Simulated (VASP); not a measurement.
Wanted: the native input for a VASP 6.6.1 run.

| Property | Result |
| --- | --- |
| Task | single point |
| Functional | PBEsol |
| Potentials or basis | VASP PAW PBE potentials, release 64 (Al) |
| Cutoff | 520 eV |
| k mesh | 18 × 18 × 14 |
| Occupations | gaussian, width 0.1 eV |
| Spin | no spin polarisation |
| Dipole correction | no |
| Further INCAR settings | ALGO = Normal; EDIFF = 1e-07; NBANDS = 10 |

The structure of Al lies in POSCAR:

```
Al
1.0
    2.0227540224      2.0227540224      0.0000000000
   -2.0227540224      2.0227540224      0.0000000000
    0.0000000000      0.0000000000      3.8949308222
Al
2
Direct
    0.0000000000      0.0000000000      0.0000000000
    0.5000000000      0.5000000000      0.5000000000
```

This cell differs from its parent crystal: uniaxial strain along c: -3.0 %.

The input as run:

INCAR

```
SYSTEM = Al
PREC = Accurate
ENCUT = 520
EDIFF = 1E-7
ISMEAR = 0
SIGMA = 0.1
LREAL = .FALSE.
LASPH = .TRUE.
NELM = 80
ALGO = Normal
ISIF = 2
LWAVE = .FALSE.
LCHARG = .FALSE.
GGA = PS
NBANDS = 10
```

KPOINTS

```
Automatic mesh
0
G
  18 18 14
  0 0 0
```

Potentials or basis: VASP PAW PBE potentials, release 64 (Al).

Command:

```sh
$ cat potpaw_PBE.64/Al/POTCAR > POTCAR
$ mpirun -np 1 vasp_std > vasp.out
```

Results of the run:

- Pressure: 1.5 GPa
- Band gap on the k mesh: zero (band 3 reaches 15.66 eV, above the bottom of band 4 at 3.90 eV)

Caveat: the cell differs from its parent crystal (uniaxial strain along c: -3.0 %); the PAW data sets were made with another functional, which shifts forces and pressure a little.

Run time: 29 s on 1 thread of Intel(R) Xeon(R) 6975P-C (Granite Rapids), on a shared host, peak memory 0.23 GiB.
